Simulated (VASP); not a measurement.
# In2PtSe2 (Immm) in VASP: relaxation of cell and atoms with PBE

Aim: the relaxation of cell and atoms of In2PtSe2 with PBE.

Everything below comes from runs of VASP 6.6.1. Logs are shortened: lines on timing, memory, paths and dates and some standing lists are left out, and cuts for length are marked.

## (1) The cell of the first run

It takes space group Immm (No. 71, orthorhombic). The conventional cell has a = 3.706 Å, b = 7.999 Å, c = 8.691 Å, α = 90.00°, β = 90.00°, γ = 90.00°. Within 4.1 Å of In (site symmetry mm2) lie 6 Se at 3.10 to 3.43 Å and 2 Pt at 3.18 Å and 3 In at 3.53 to 3.71 Å. Within 3.3 Å of Pt (site symmetry mmm) lie 4 Se at 2.52 Å and 4 In at 3.18 Å. Within 3.5 Å of Se (site symmetry m2m) lie 2 Pt at 2.52 Å and 6 In at 3.10 to 3.43 Å and 1 Se at 3.42 Å.

The cell was generated, and may not be a known phase.

## (2) Relaxation of cell and atoms, PBE

INCAR reads:

```
  PREC = Accurate
  ENCUT = 600
  EDIFF = 1E-6
  ISMEAR = 0
  SIGMA = 0.1
  LREAL = F
  LASPH = T
  NELM = 100
  ALGO = Fast
  ISIF = 3
  LWAVE = F
  LCHARG = F
  GGA = PE
  IBRION = 2
  NSW = 90
  EDIFFG = -0.04
```

KPOINTS reads:

```
regular mesh
0
Gamma
  6 6 6
```

POSCAR reads:

```
In2PtSe2
1.0
   -1.8527648188      3.9993605087      4.3456611735
    1.8527648188     -3.9993605087      4.3456611735
    1.8527648188      3.9993605087     -4.3456611735
In Pt Se
2 1 2
Direct
    0.2032312756      0.2032312756      0.0000000000
    0.7967687244      0.7967687244      0.0000000000
    0.5000000000      0.0000000000      0.5000000000
    0.7140938739      0.5000000000      0.2140938739
    0.2859061261      0.5000000000      0.7859061261
```

Potentials or basis: VASP PAW PBE potentials, release 64 (In_d, Pt, Se).

Started as:

```bash
cat potpaw_PBE.64/In_d/POTCAR potpaw_PBE.64/Pt/POTCAR potpaw_PBE.64/Se/POTCAR > POTCAR
mpirun -np 1 vasp_std > vasp.out
```

OUTCAR:

```text
PREC = Accurate
   ENCUT = 600
   EDIFF = 1E-6
   ISMEAR = 0
   LREAL = F
   LASPH = T
   NELM = 100
   ISIF = 3
   GGA = PE
   IBRION = 2
   NSW = 90
   EDIFFG = -0.04

 ion  position               nearest neighbor table
   1  0.203  0.203  0.000-   4 3.10   5 3.10   3 3.18   3 3.18   2 3.53
   2  0.797  0.797  0.000-   4 3.10   5 3.10   3 3.18   3 3.18   1 3.53
   3  0.500  0.000  0.500-   5 2.52   4 2.52   4 2.52   5 2.52   1 3.18   2 3.18   1 3.18   2 3.18

   4  0.714  0.500  0.214-   3 2.52   3 2.52   2 3.10   1 3.10
   5  0.286  0.500  0.786-   3 2.52   3 2.52   1 3.10   2 3.10

  LATTYP: Found a body centered orthorhombic cell.
 ALAT       =     3.7055296376
 B/A-ratio  =     2.1585904849
 C/A-ratio  =     2.3455006968

  Lattice vectors:

 A1 = (  -1.8527648188,   3.9993605087,   4.3456611735)
 A2 = (   1.8527648188,  -3.9993605087,   4.3456611735)
 A3 = (   1.8527648188,   3.9993605087,  -4.3456611735)

Analysis of symmetry for initial positions (statically):
=====================================================================
 Subroutine PRICEL returns:
 Original cell was already a primitive cell.

 Routine SETGRP: Setting up the symmetry group for a
 body centered orthorhombic supercell.

 Subroutine GETGRP returns: Found  8 space group operations
 (whereof  8 operations were pure point group operations)
 out of a pool of  8 trial point group operations.

The static configuration has the point symmetry D_2h.

Analysis of symmetry for dynamics (positions and initial velocities):
=====================================================================
 Subroutine PRICEL returns:
 Original cell was already a primitive cell.

 Routine SETGRP: Setting up the symmetry group for a
 body centered orthorhombic supercell.

 Subroutine GETGRP returns: Found  8 space group operations
 (whereof  8 operations were pure point group operations)
 out of a pool of  8 trial point group operations.

The dynamic configuration has the point symmetry D_2h.

 Subroutine INISYM returns: Found  8 space group operations
 (whereof  8 operations are pure point group operations),
 and found     1 'primitive' translations
[... 103 lines left out ...]
   EDIFFG = -.4E-01   stopping-criterion for IOM
   NSW    =     90    number of steps for IOM
   IBRION =      2    ionic relax: 0-MD 1-quasi-New 2-CG
   NFREE  =      1    steps in history (QN), initial steepest desc. (CG)
   ISIF   =      3    stress and relaxation
   ISYM   =      2    0-nonsym 1-usesym 2-fastsym
   POTIM  = 0.5000    time-step for ionic-motion
   TEBEG  =    0.0;   TEEND  =   0.0 temperature during run
   PSTRESS=    0.0 pullay stress
   NELECT =      48.0000    total number of electrons
   NUPDOWN=      -1.0000    fix difference up-down
   EMIN   =  10.00;   EMAX   =-10.00  energy-range for DOS
   EFERMI =   0.00;   METHOD = LEGACY
   ISMEAR =     0;   SIGMA  =   0.10  broadening in eV -4-tet -1-fermi 0-gaus
   EFERMI_NEDOS =   21; number of points for ismear=-14 and -15
   IALGO  =     68    algorithm
   IMIX   =      4    mixing-type and parameters
     AMIX     =   0.40;   BMIX     =  1.00
     AMIX_MAG =   1.60;   BMIX_MAG =  1.00
  volume/ion in A,a.u.               =      25.76       173.84
  Fermi-wavevector in a.u.,A,eV,Ry     =   1.178093  2.226273 18.883577  1.387904
  Thomas-Fermi vector in A             =   2.314428
   LORBIT       =      0    0 simple, 1 ext, 2 COOP (PROOUT), +10 PAW based schemes
   GGA     = PE    functional components
   LHFCALC =     F    Hartree Fock is set to
   AEXX    =    0.0000 exact exchange contribution
   IVDW    =     0    specifies the selected vdW correction
   LEPSILON=     F    determine dielectric tensor
   LRPA    =     F    only Hartree local field effects (RPA)
 conjugate gradient relaxation of ions
 non-spin polarized calculation
 RMM-DIIS sequential band-by-band and
 Gauss-broadening in eV      SIGMA  =   0.10
  energy-cutoff  :      600.00
  volume of cell :      128.80
 maximum number of plane-waves:      4330
 NGX is ok and might be reduce to    50
   NGX = 25   NGY = 25   NGZ = 25

--------------------------------------- Ionic step        1  -------------------------------------------

 number of electron      47.9999999 magnetization

 Free energy of the ion-electron system (eV)
  ---------------------------------------------------
  ext. energy  EPLUGINS =         0.00000000
  ---------------------------------------------------
  free energy    TOTEN  =       -19.61529354 eV

  energy without entropy =      -19.60956502  energy(sigma->0) =      -19.61242928

------------------------ aborting loop because EDIFF is reached ----------------------------------------

  FORCE on cell =-STRESS in cart. coord.  units (eV):
  Direction    XX          YY          ZZ          XY          YZ          ZX
  --------------------------------------------------------------------------------------
  -------------------------------------------------------------------------------------
  Total        0.2881573     -0.0046479      0.4346793     -0.0000000      0.0000000      0.0000000
  in kB        3.5843755     -0.0578154      5.4069564     -0.0000000      0.0000000      0.0000000
  external PRESSURE =       2.9778388 kB  Pullay stress =       0.0000000 kB
[... 143 lines left out ...]
--------------------------------------- Ionic step        5  -------------------------------------------

 number of electron      47.9999999 magnetization

 Free energy of the ion-electron system (eV)
  ---------------------------------------------------
  ext. energy  EPLUGINS =         0.00000000
  ---------------------------------------------------
  free energy    TOTEN  =       -19.61871197 eV

  energy without entropy =      -19.61201465  energy(sigma->0) =      -19.61536331

 E-fermi :   5.3192     XC(G=0):  -9.7096

 val. band max:        5.2985077376   @ k =   0.5000   0.0000   0.0000
 cond. band min:       5.3336025259   @ k =   0.5000  -0.1667   0.1667
 fundamental gap:      0.0350947883
 Fermi energy:         5.3192088525

 k-point     1 :       0.0000    0.0000    0.0000
  band No.  band energies     occupation
      1      -9.1970      2.00000
      2      -9.1595      2.00000
      3      -9.0713      2.00000
      4      -9.0590      2.00000
      5      -9.0030      2.00000
      6      -8.9944      2.00000
[... 733 lines left out ...]
     27       6.9548      0.00000
     28       8.2093      0.00000

 [... further k-points ...]

------------------------ aborting loop because EDIFF is reached ----------------------------------------

  FORCE on cell =-STRESS in cart. coord.  units (eV):
  Direction    XX          YY          ZZ          XY          YZ          ZX
  --------------------------------------------------------------------------------------
  -------------------------------------------------------------------------------------
  Total       -0.0673176     -0.0833639     -0.0384402     -0.0000000      0.0000000      0.0000000
  in kB       -0.8260438     -1.0229457     -0.4716945     -0.0000000      0.0000000      0.0000000
  external PRESSURE =      -0.7735613 kB  Pullay stress =       0.0000000 kB
[... 20 lines left out ...]
  FREE ENERGIE OF THE ION-ELECTRON SYSTEM (eV)
  ---------------------------------------------------
  free  energy   TOTEN  =       -19.6187119747 eV

  energy  without entropy=      -19.6120146459  energy(sigma->0) =      -19.61536331

 reached required accuracy - stopping structural energy minimisation
```

OSZICAR:

```text
N       E                     dE             d eps       ncg     rms          rms(c)
DAV:   1     0.468550535000E+03    0.46855E+03   -0.23886E+04  2576   0.211E+03
[... 49 lines left out ...]
RMM:   2    -0.196211258841E+02    0.61040E-02   -0.15646E-02  2677   0.118E+00    0.264E-01
RMM:   3    -0.196190536966E+02    0.20722E-02   -0.47782E-03  3050   0.546E-01    0.119E-01
RMM:   4    -0.196187244715E+02    0.32923E-03   -0.19752E-03  2997   0.268E-01    0.497E-02
RMM:   5    -0.196187058171E+02    0.18654E-04   -0.30740E-04  3220   0.144E-01    0.223E-02
RMM:   6    -0.196187100761E+02   -0.42590E-05   -0.88351E-05  3313   0.591E-02    0.148E-02
RMM:   7    -0.196187114836E+02   -0.14075E-05   -0.18416E-05  2982   0.295E-02    0.116E-02
RMM:   8    -0.196187119747E+02   -0.49105E-06   -0.32725E-06  1741   0.128E-02
   5 F= -.19618712E+02 E0= -.19615363E+02  d E =-.158547E-02
```

CONTCAR:

```text
In2PtSe2
   1.00000000000000
    -1.8626710426962174    3.9780760949236789    4.4052097318748382
     1.8626710426962174   -3.9780760949236789    4.4052097318748382
     1.8626710426962174    3.9780760949236789   -4.4052097318748382
  In              Pt              Se
     2     1     2
Direct
     0.2030226680992035    0.2030226680992035    0.0000000000000000
     0.7969773319007966    0.7969773319007966    0.0000000000000000
     0.5000000000000000    0.0000000000000000    0.5000000000000000
     0.7134570695661960    0.5000000000000000    0.2134570695661960
     0.2865429304338040    0.5000000000000000    0.7865429304338040

  0.00000000E+00  0.00000000E+00  0.00000000E+00
  0.00000000E+00  0.00000000E+00  0.00000000E+00
  0.00000000E+00  0.00000000E+00  0.00000000E+00
  0.00000000E+00  0.00000000E+00  0.00000000E+00
  0.00000000E+00  0.00000000E+00  0.00000000E+00
```

Run time: 30 min. Hardware: 1 thread of Oxide Virtual Turin-like, shared host; peak memory 0.47 GiB.

Results:

| Item | Value |
| --- | --- |
| Free energy | -19.6187 eV |
| Relaxed volume | 26.11 Å³/atom |
| Relaxed cell | a = 6.221 Å, b = 6.221 Å, c = 6.221 Å, α = 145.15°, β = 100.50°, γ = 89.84° |
| Space group after relaxing (to 0.1 Å) | Immm (No. 71) |
| Energy gained by relaxing | 0.7 meV/atom |
| Ionic steps | 5 |
| Pressure after relaxing | -0.1 GPa |
| Largest force after relaxing | 0.021 eV/Å |
| Band gap on the k mesh | zero (bands 24 and 25 overlap by 0.85 eV) |

Forces on the atoms (eV/Å):
```
In   0.000  0.000  0.021
In   0.000  0.000 -0.021
Pt   0.000  0.000  0.000
Se   0.000  0.010  0.000
Se   0.000 -0.010  0.000
```

The path:
| step | energy change (eV) | largest force (eV/Å) | pressure (GPa) | volume (Å³) |
| --- | --- | --- | --- | --- |
| 1 | 0.0000 | 0.0206 | 0.30 | 128.80 |
| 2 | -0.0017 | 0.0497 | -0.01 | 129.70 |
| 3 | -0.0018 | 0.0742 | -0.21 | 130.16 |
| 4 | -0.0029 | 0.0389 | -0.15 | 130.33 |
| 5 | -0.0034 | 0.0208 | -0.08 | 130.57 |

Final structure:
```xyz
5
Lattice="-1.8627 3.9781 4.4052 1.8627 -3.9781 4.4052 1.8627 3.9781 -4.4052" Properties=species:S:1:pos:R:3 pbc="T T T"
In    0.0000    0.0000    1.7887
In    0.0000    0.0000    7.0217
Pt    0.0000    3.9781    0.0000
Se    0.0000    1.6983    4.4052
Se    1.8627    2.2798    0.0000
```

Levels at points of the mesh, in eV from the Fermi level:
| k point | band 20 | band 21 | band 22 | band 23 | band 24 | band 25 | band 26 | band 27 | band 28 |
| --- | --- | --- | --- | --- | --- | --- | --- | --- | --- |
| (0.00, 0.00, 0.00) | -2.80 | -2.27 | -2.06 | -1.73 | -1.41 | 1.78 | 2.63 | 4.12 | 4.52 |
| (0.50, 0.00, 0.00) | -2.70 | -1.79 | -1.67 | -0.38 | -0.02 | 1.40 | 1.57 | 2.27 | 3.24 |
| (0.00, 0.50, 0.00) | -2.70 | -2.54 | -2.49 | -2.27 | -1.03 | 0.27 | 1.45 | 2.27 | 2.58 |
| (0.50, 0.50, 0.00) | -2.82 | -2.63 | -1.92 | -1.54 | -0.33 | 0.16 | 0.29 | 1.81 | 2.39 |
| (0.50, 0.50, 0.50) | -1.98 | -1.94 | -1.17 | -0.64 | 0.20 | 0.82 | 1.87 | 2.20 | 2.62 |

Caveat: spin-orbit coupling is left out, which moves the levels of the heavy elements.

The gap in the log of VASP goes by the Fermi energy; the results here count the filled bands.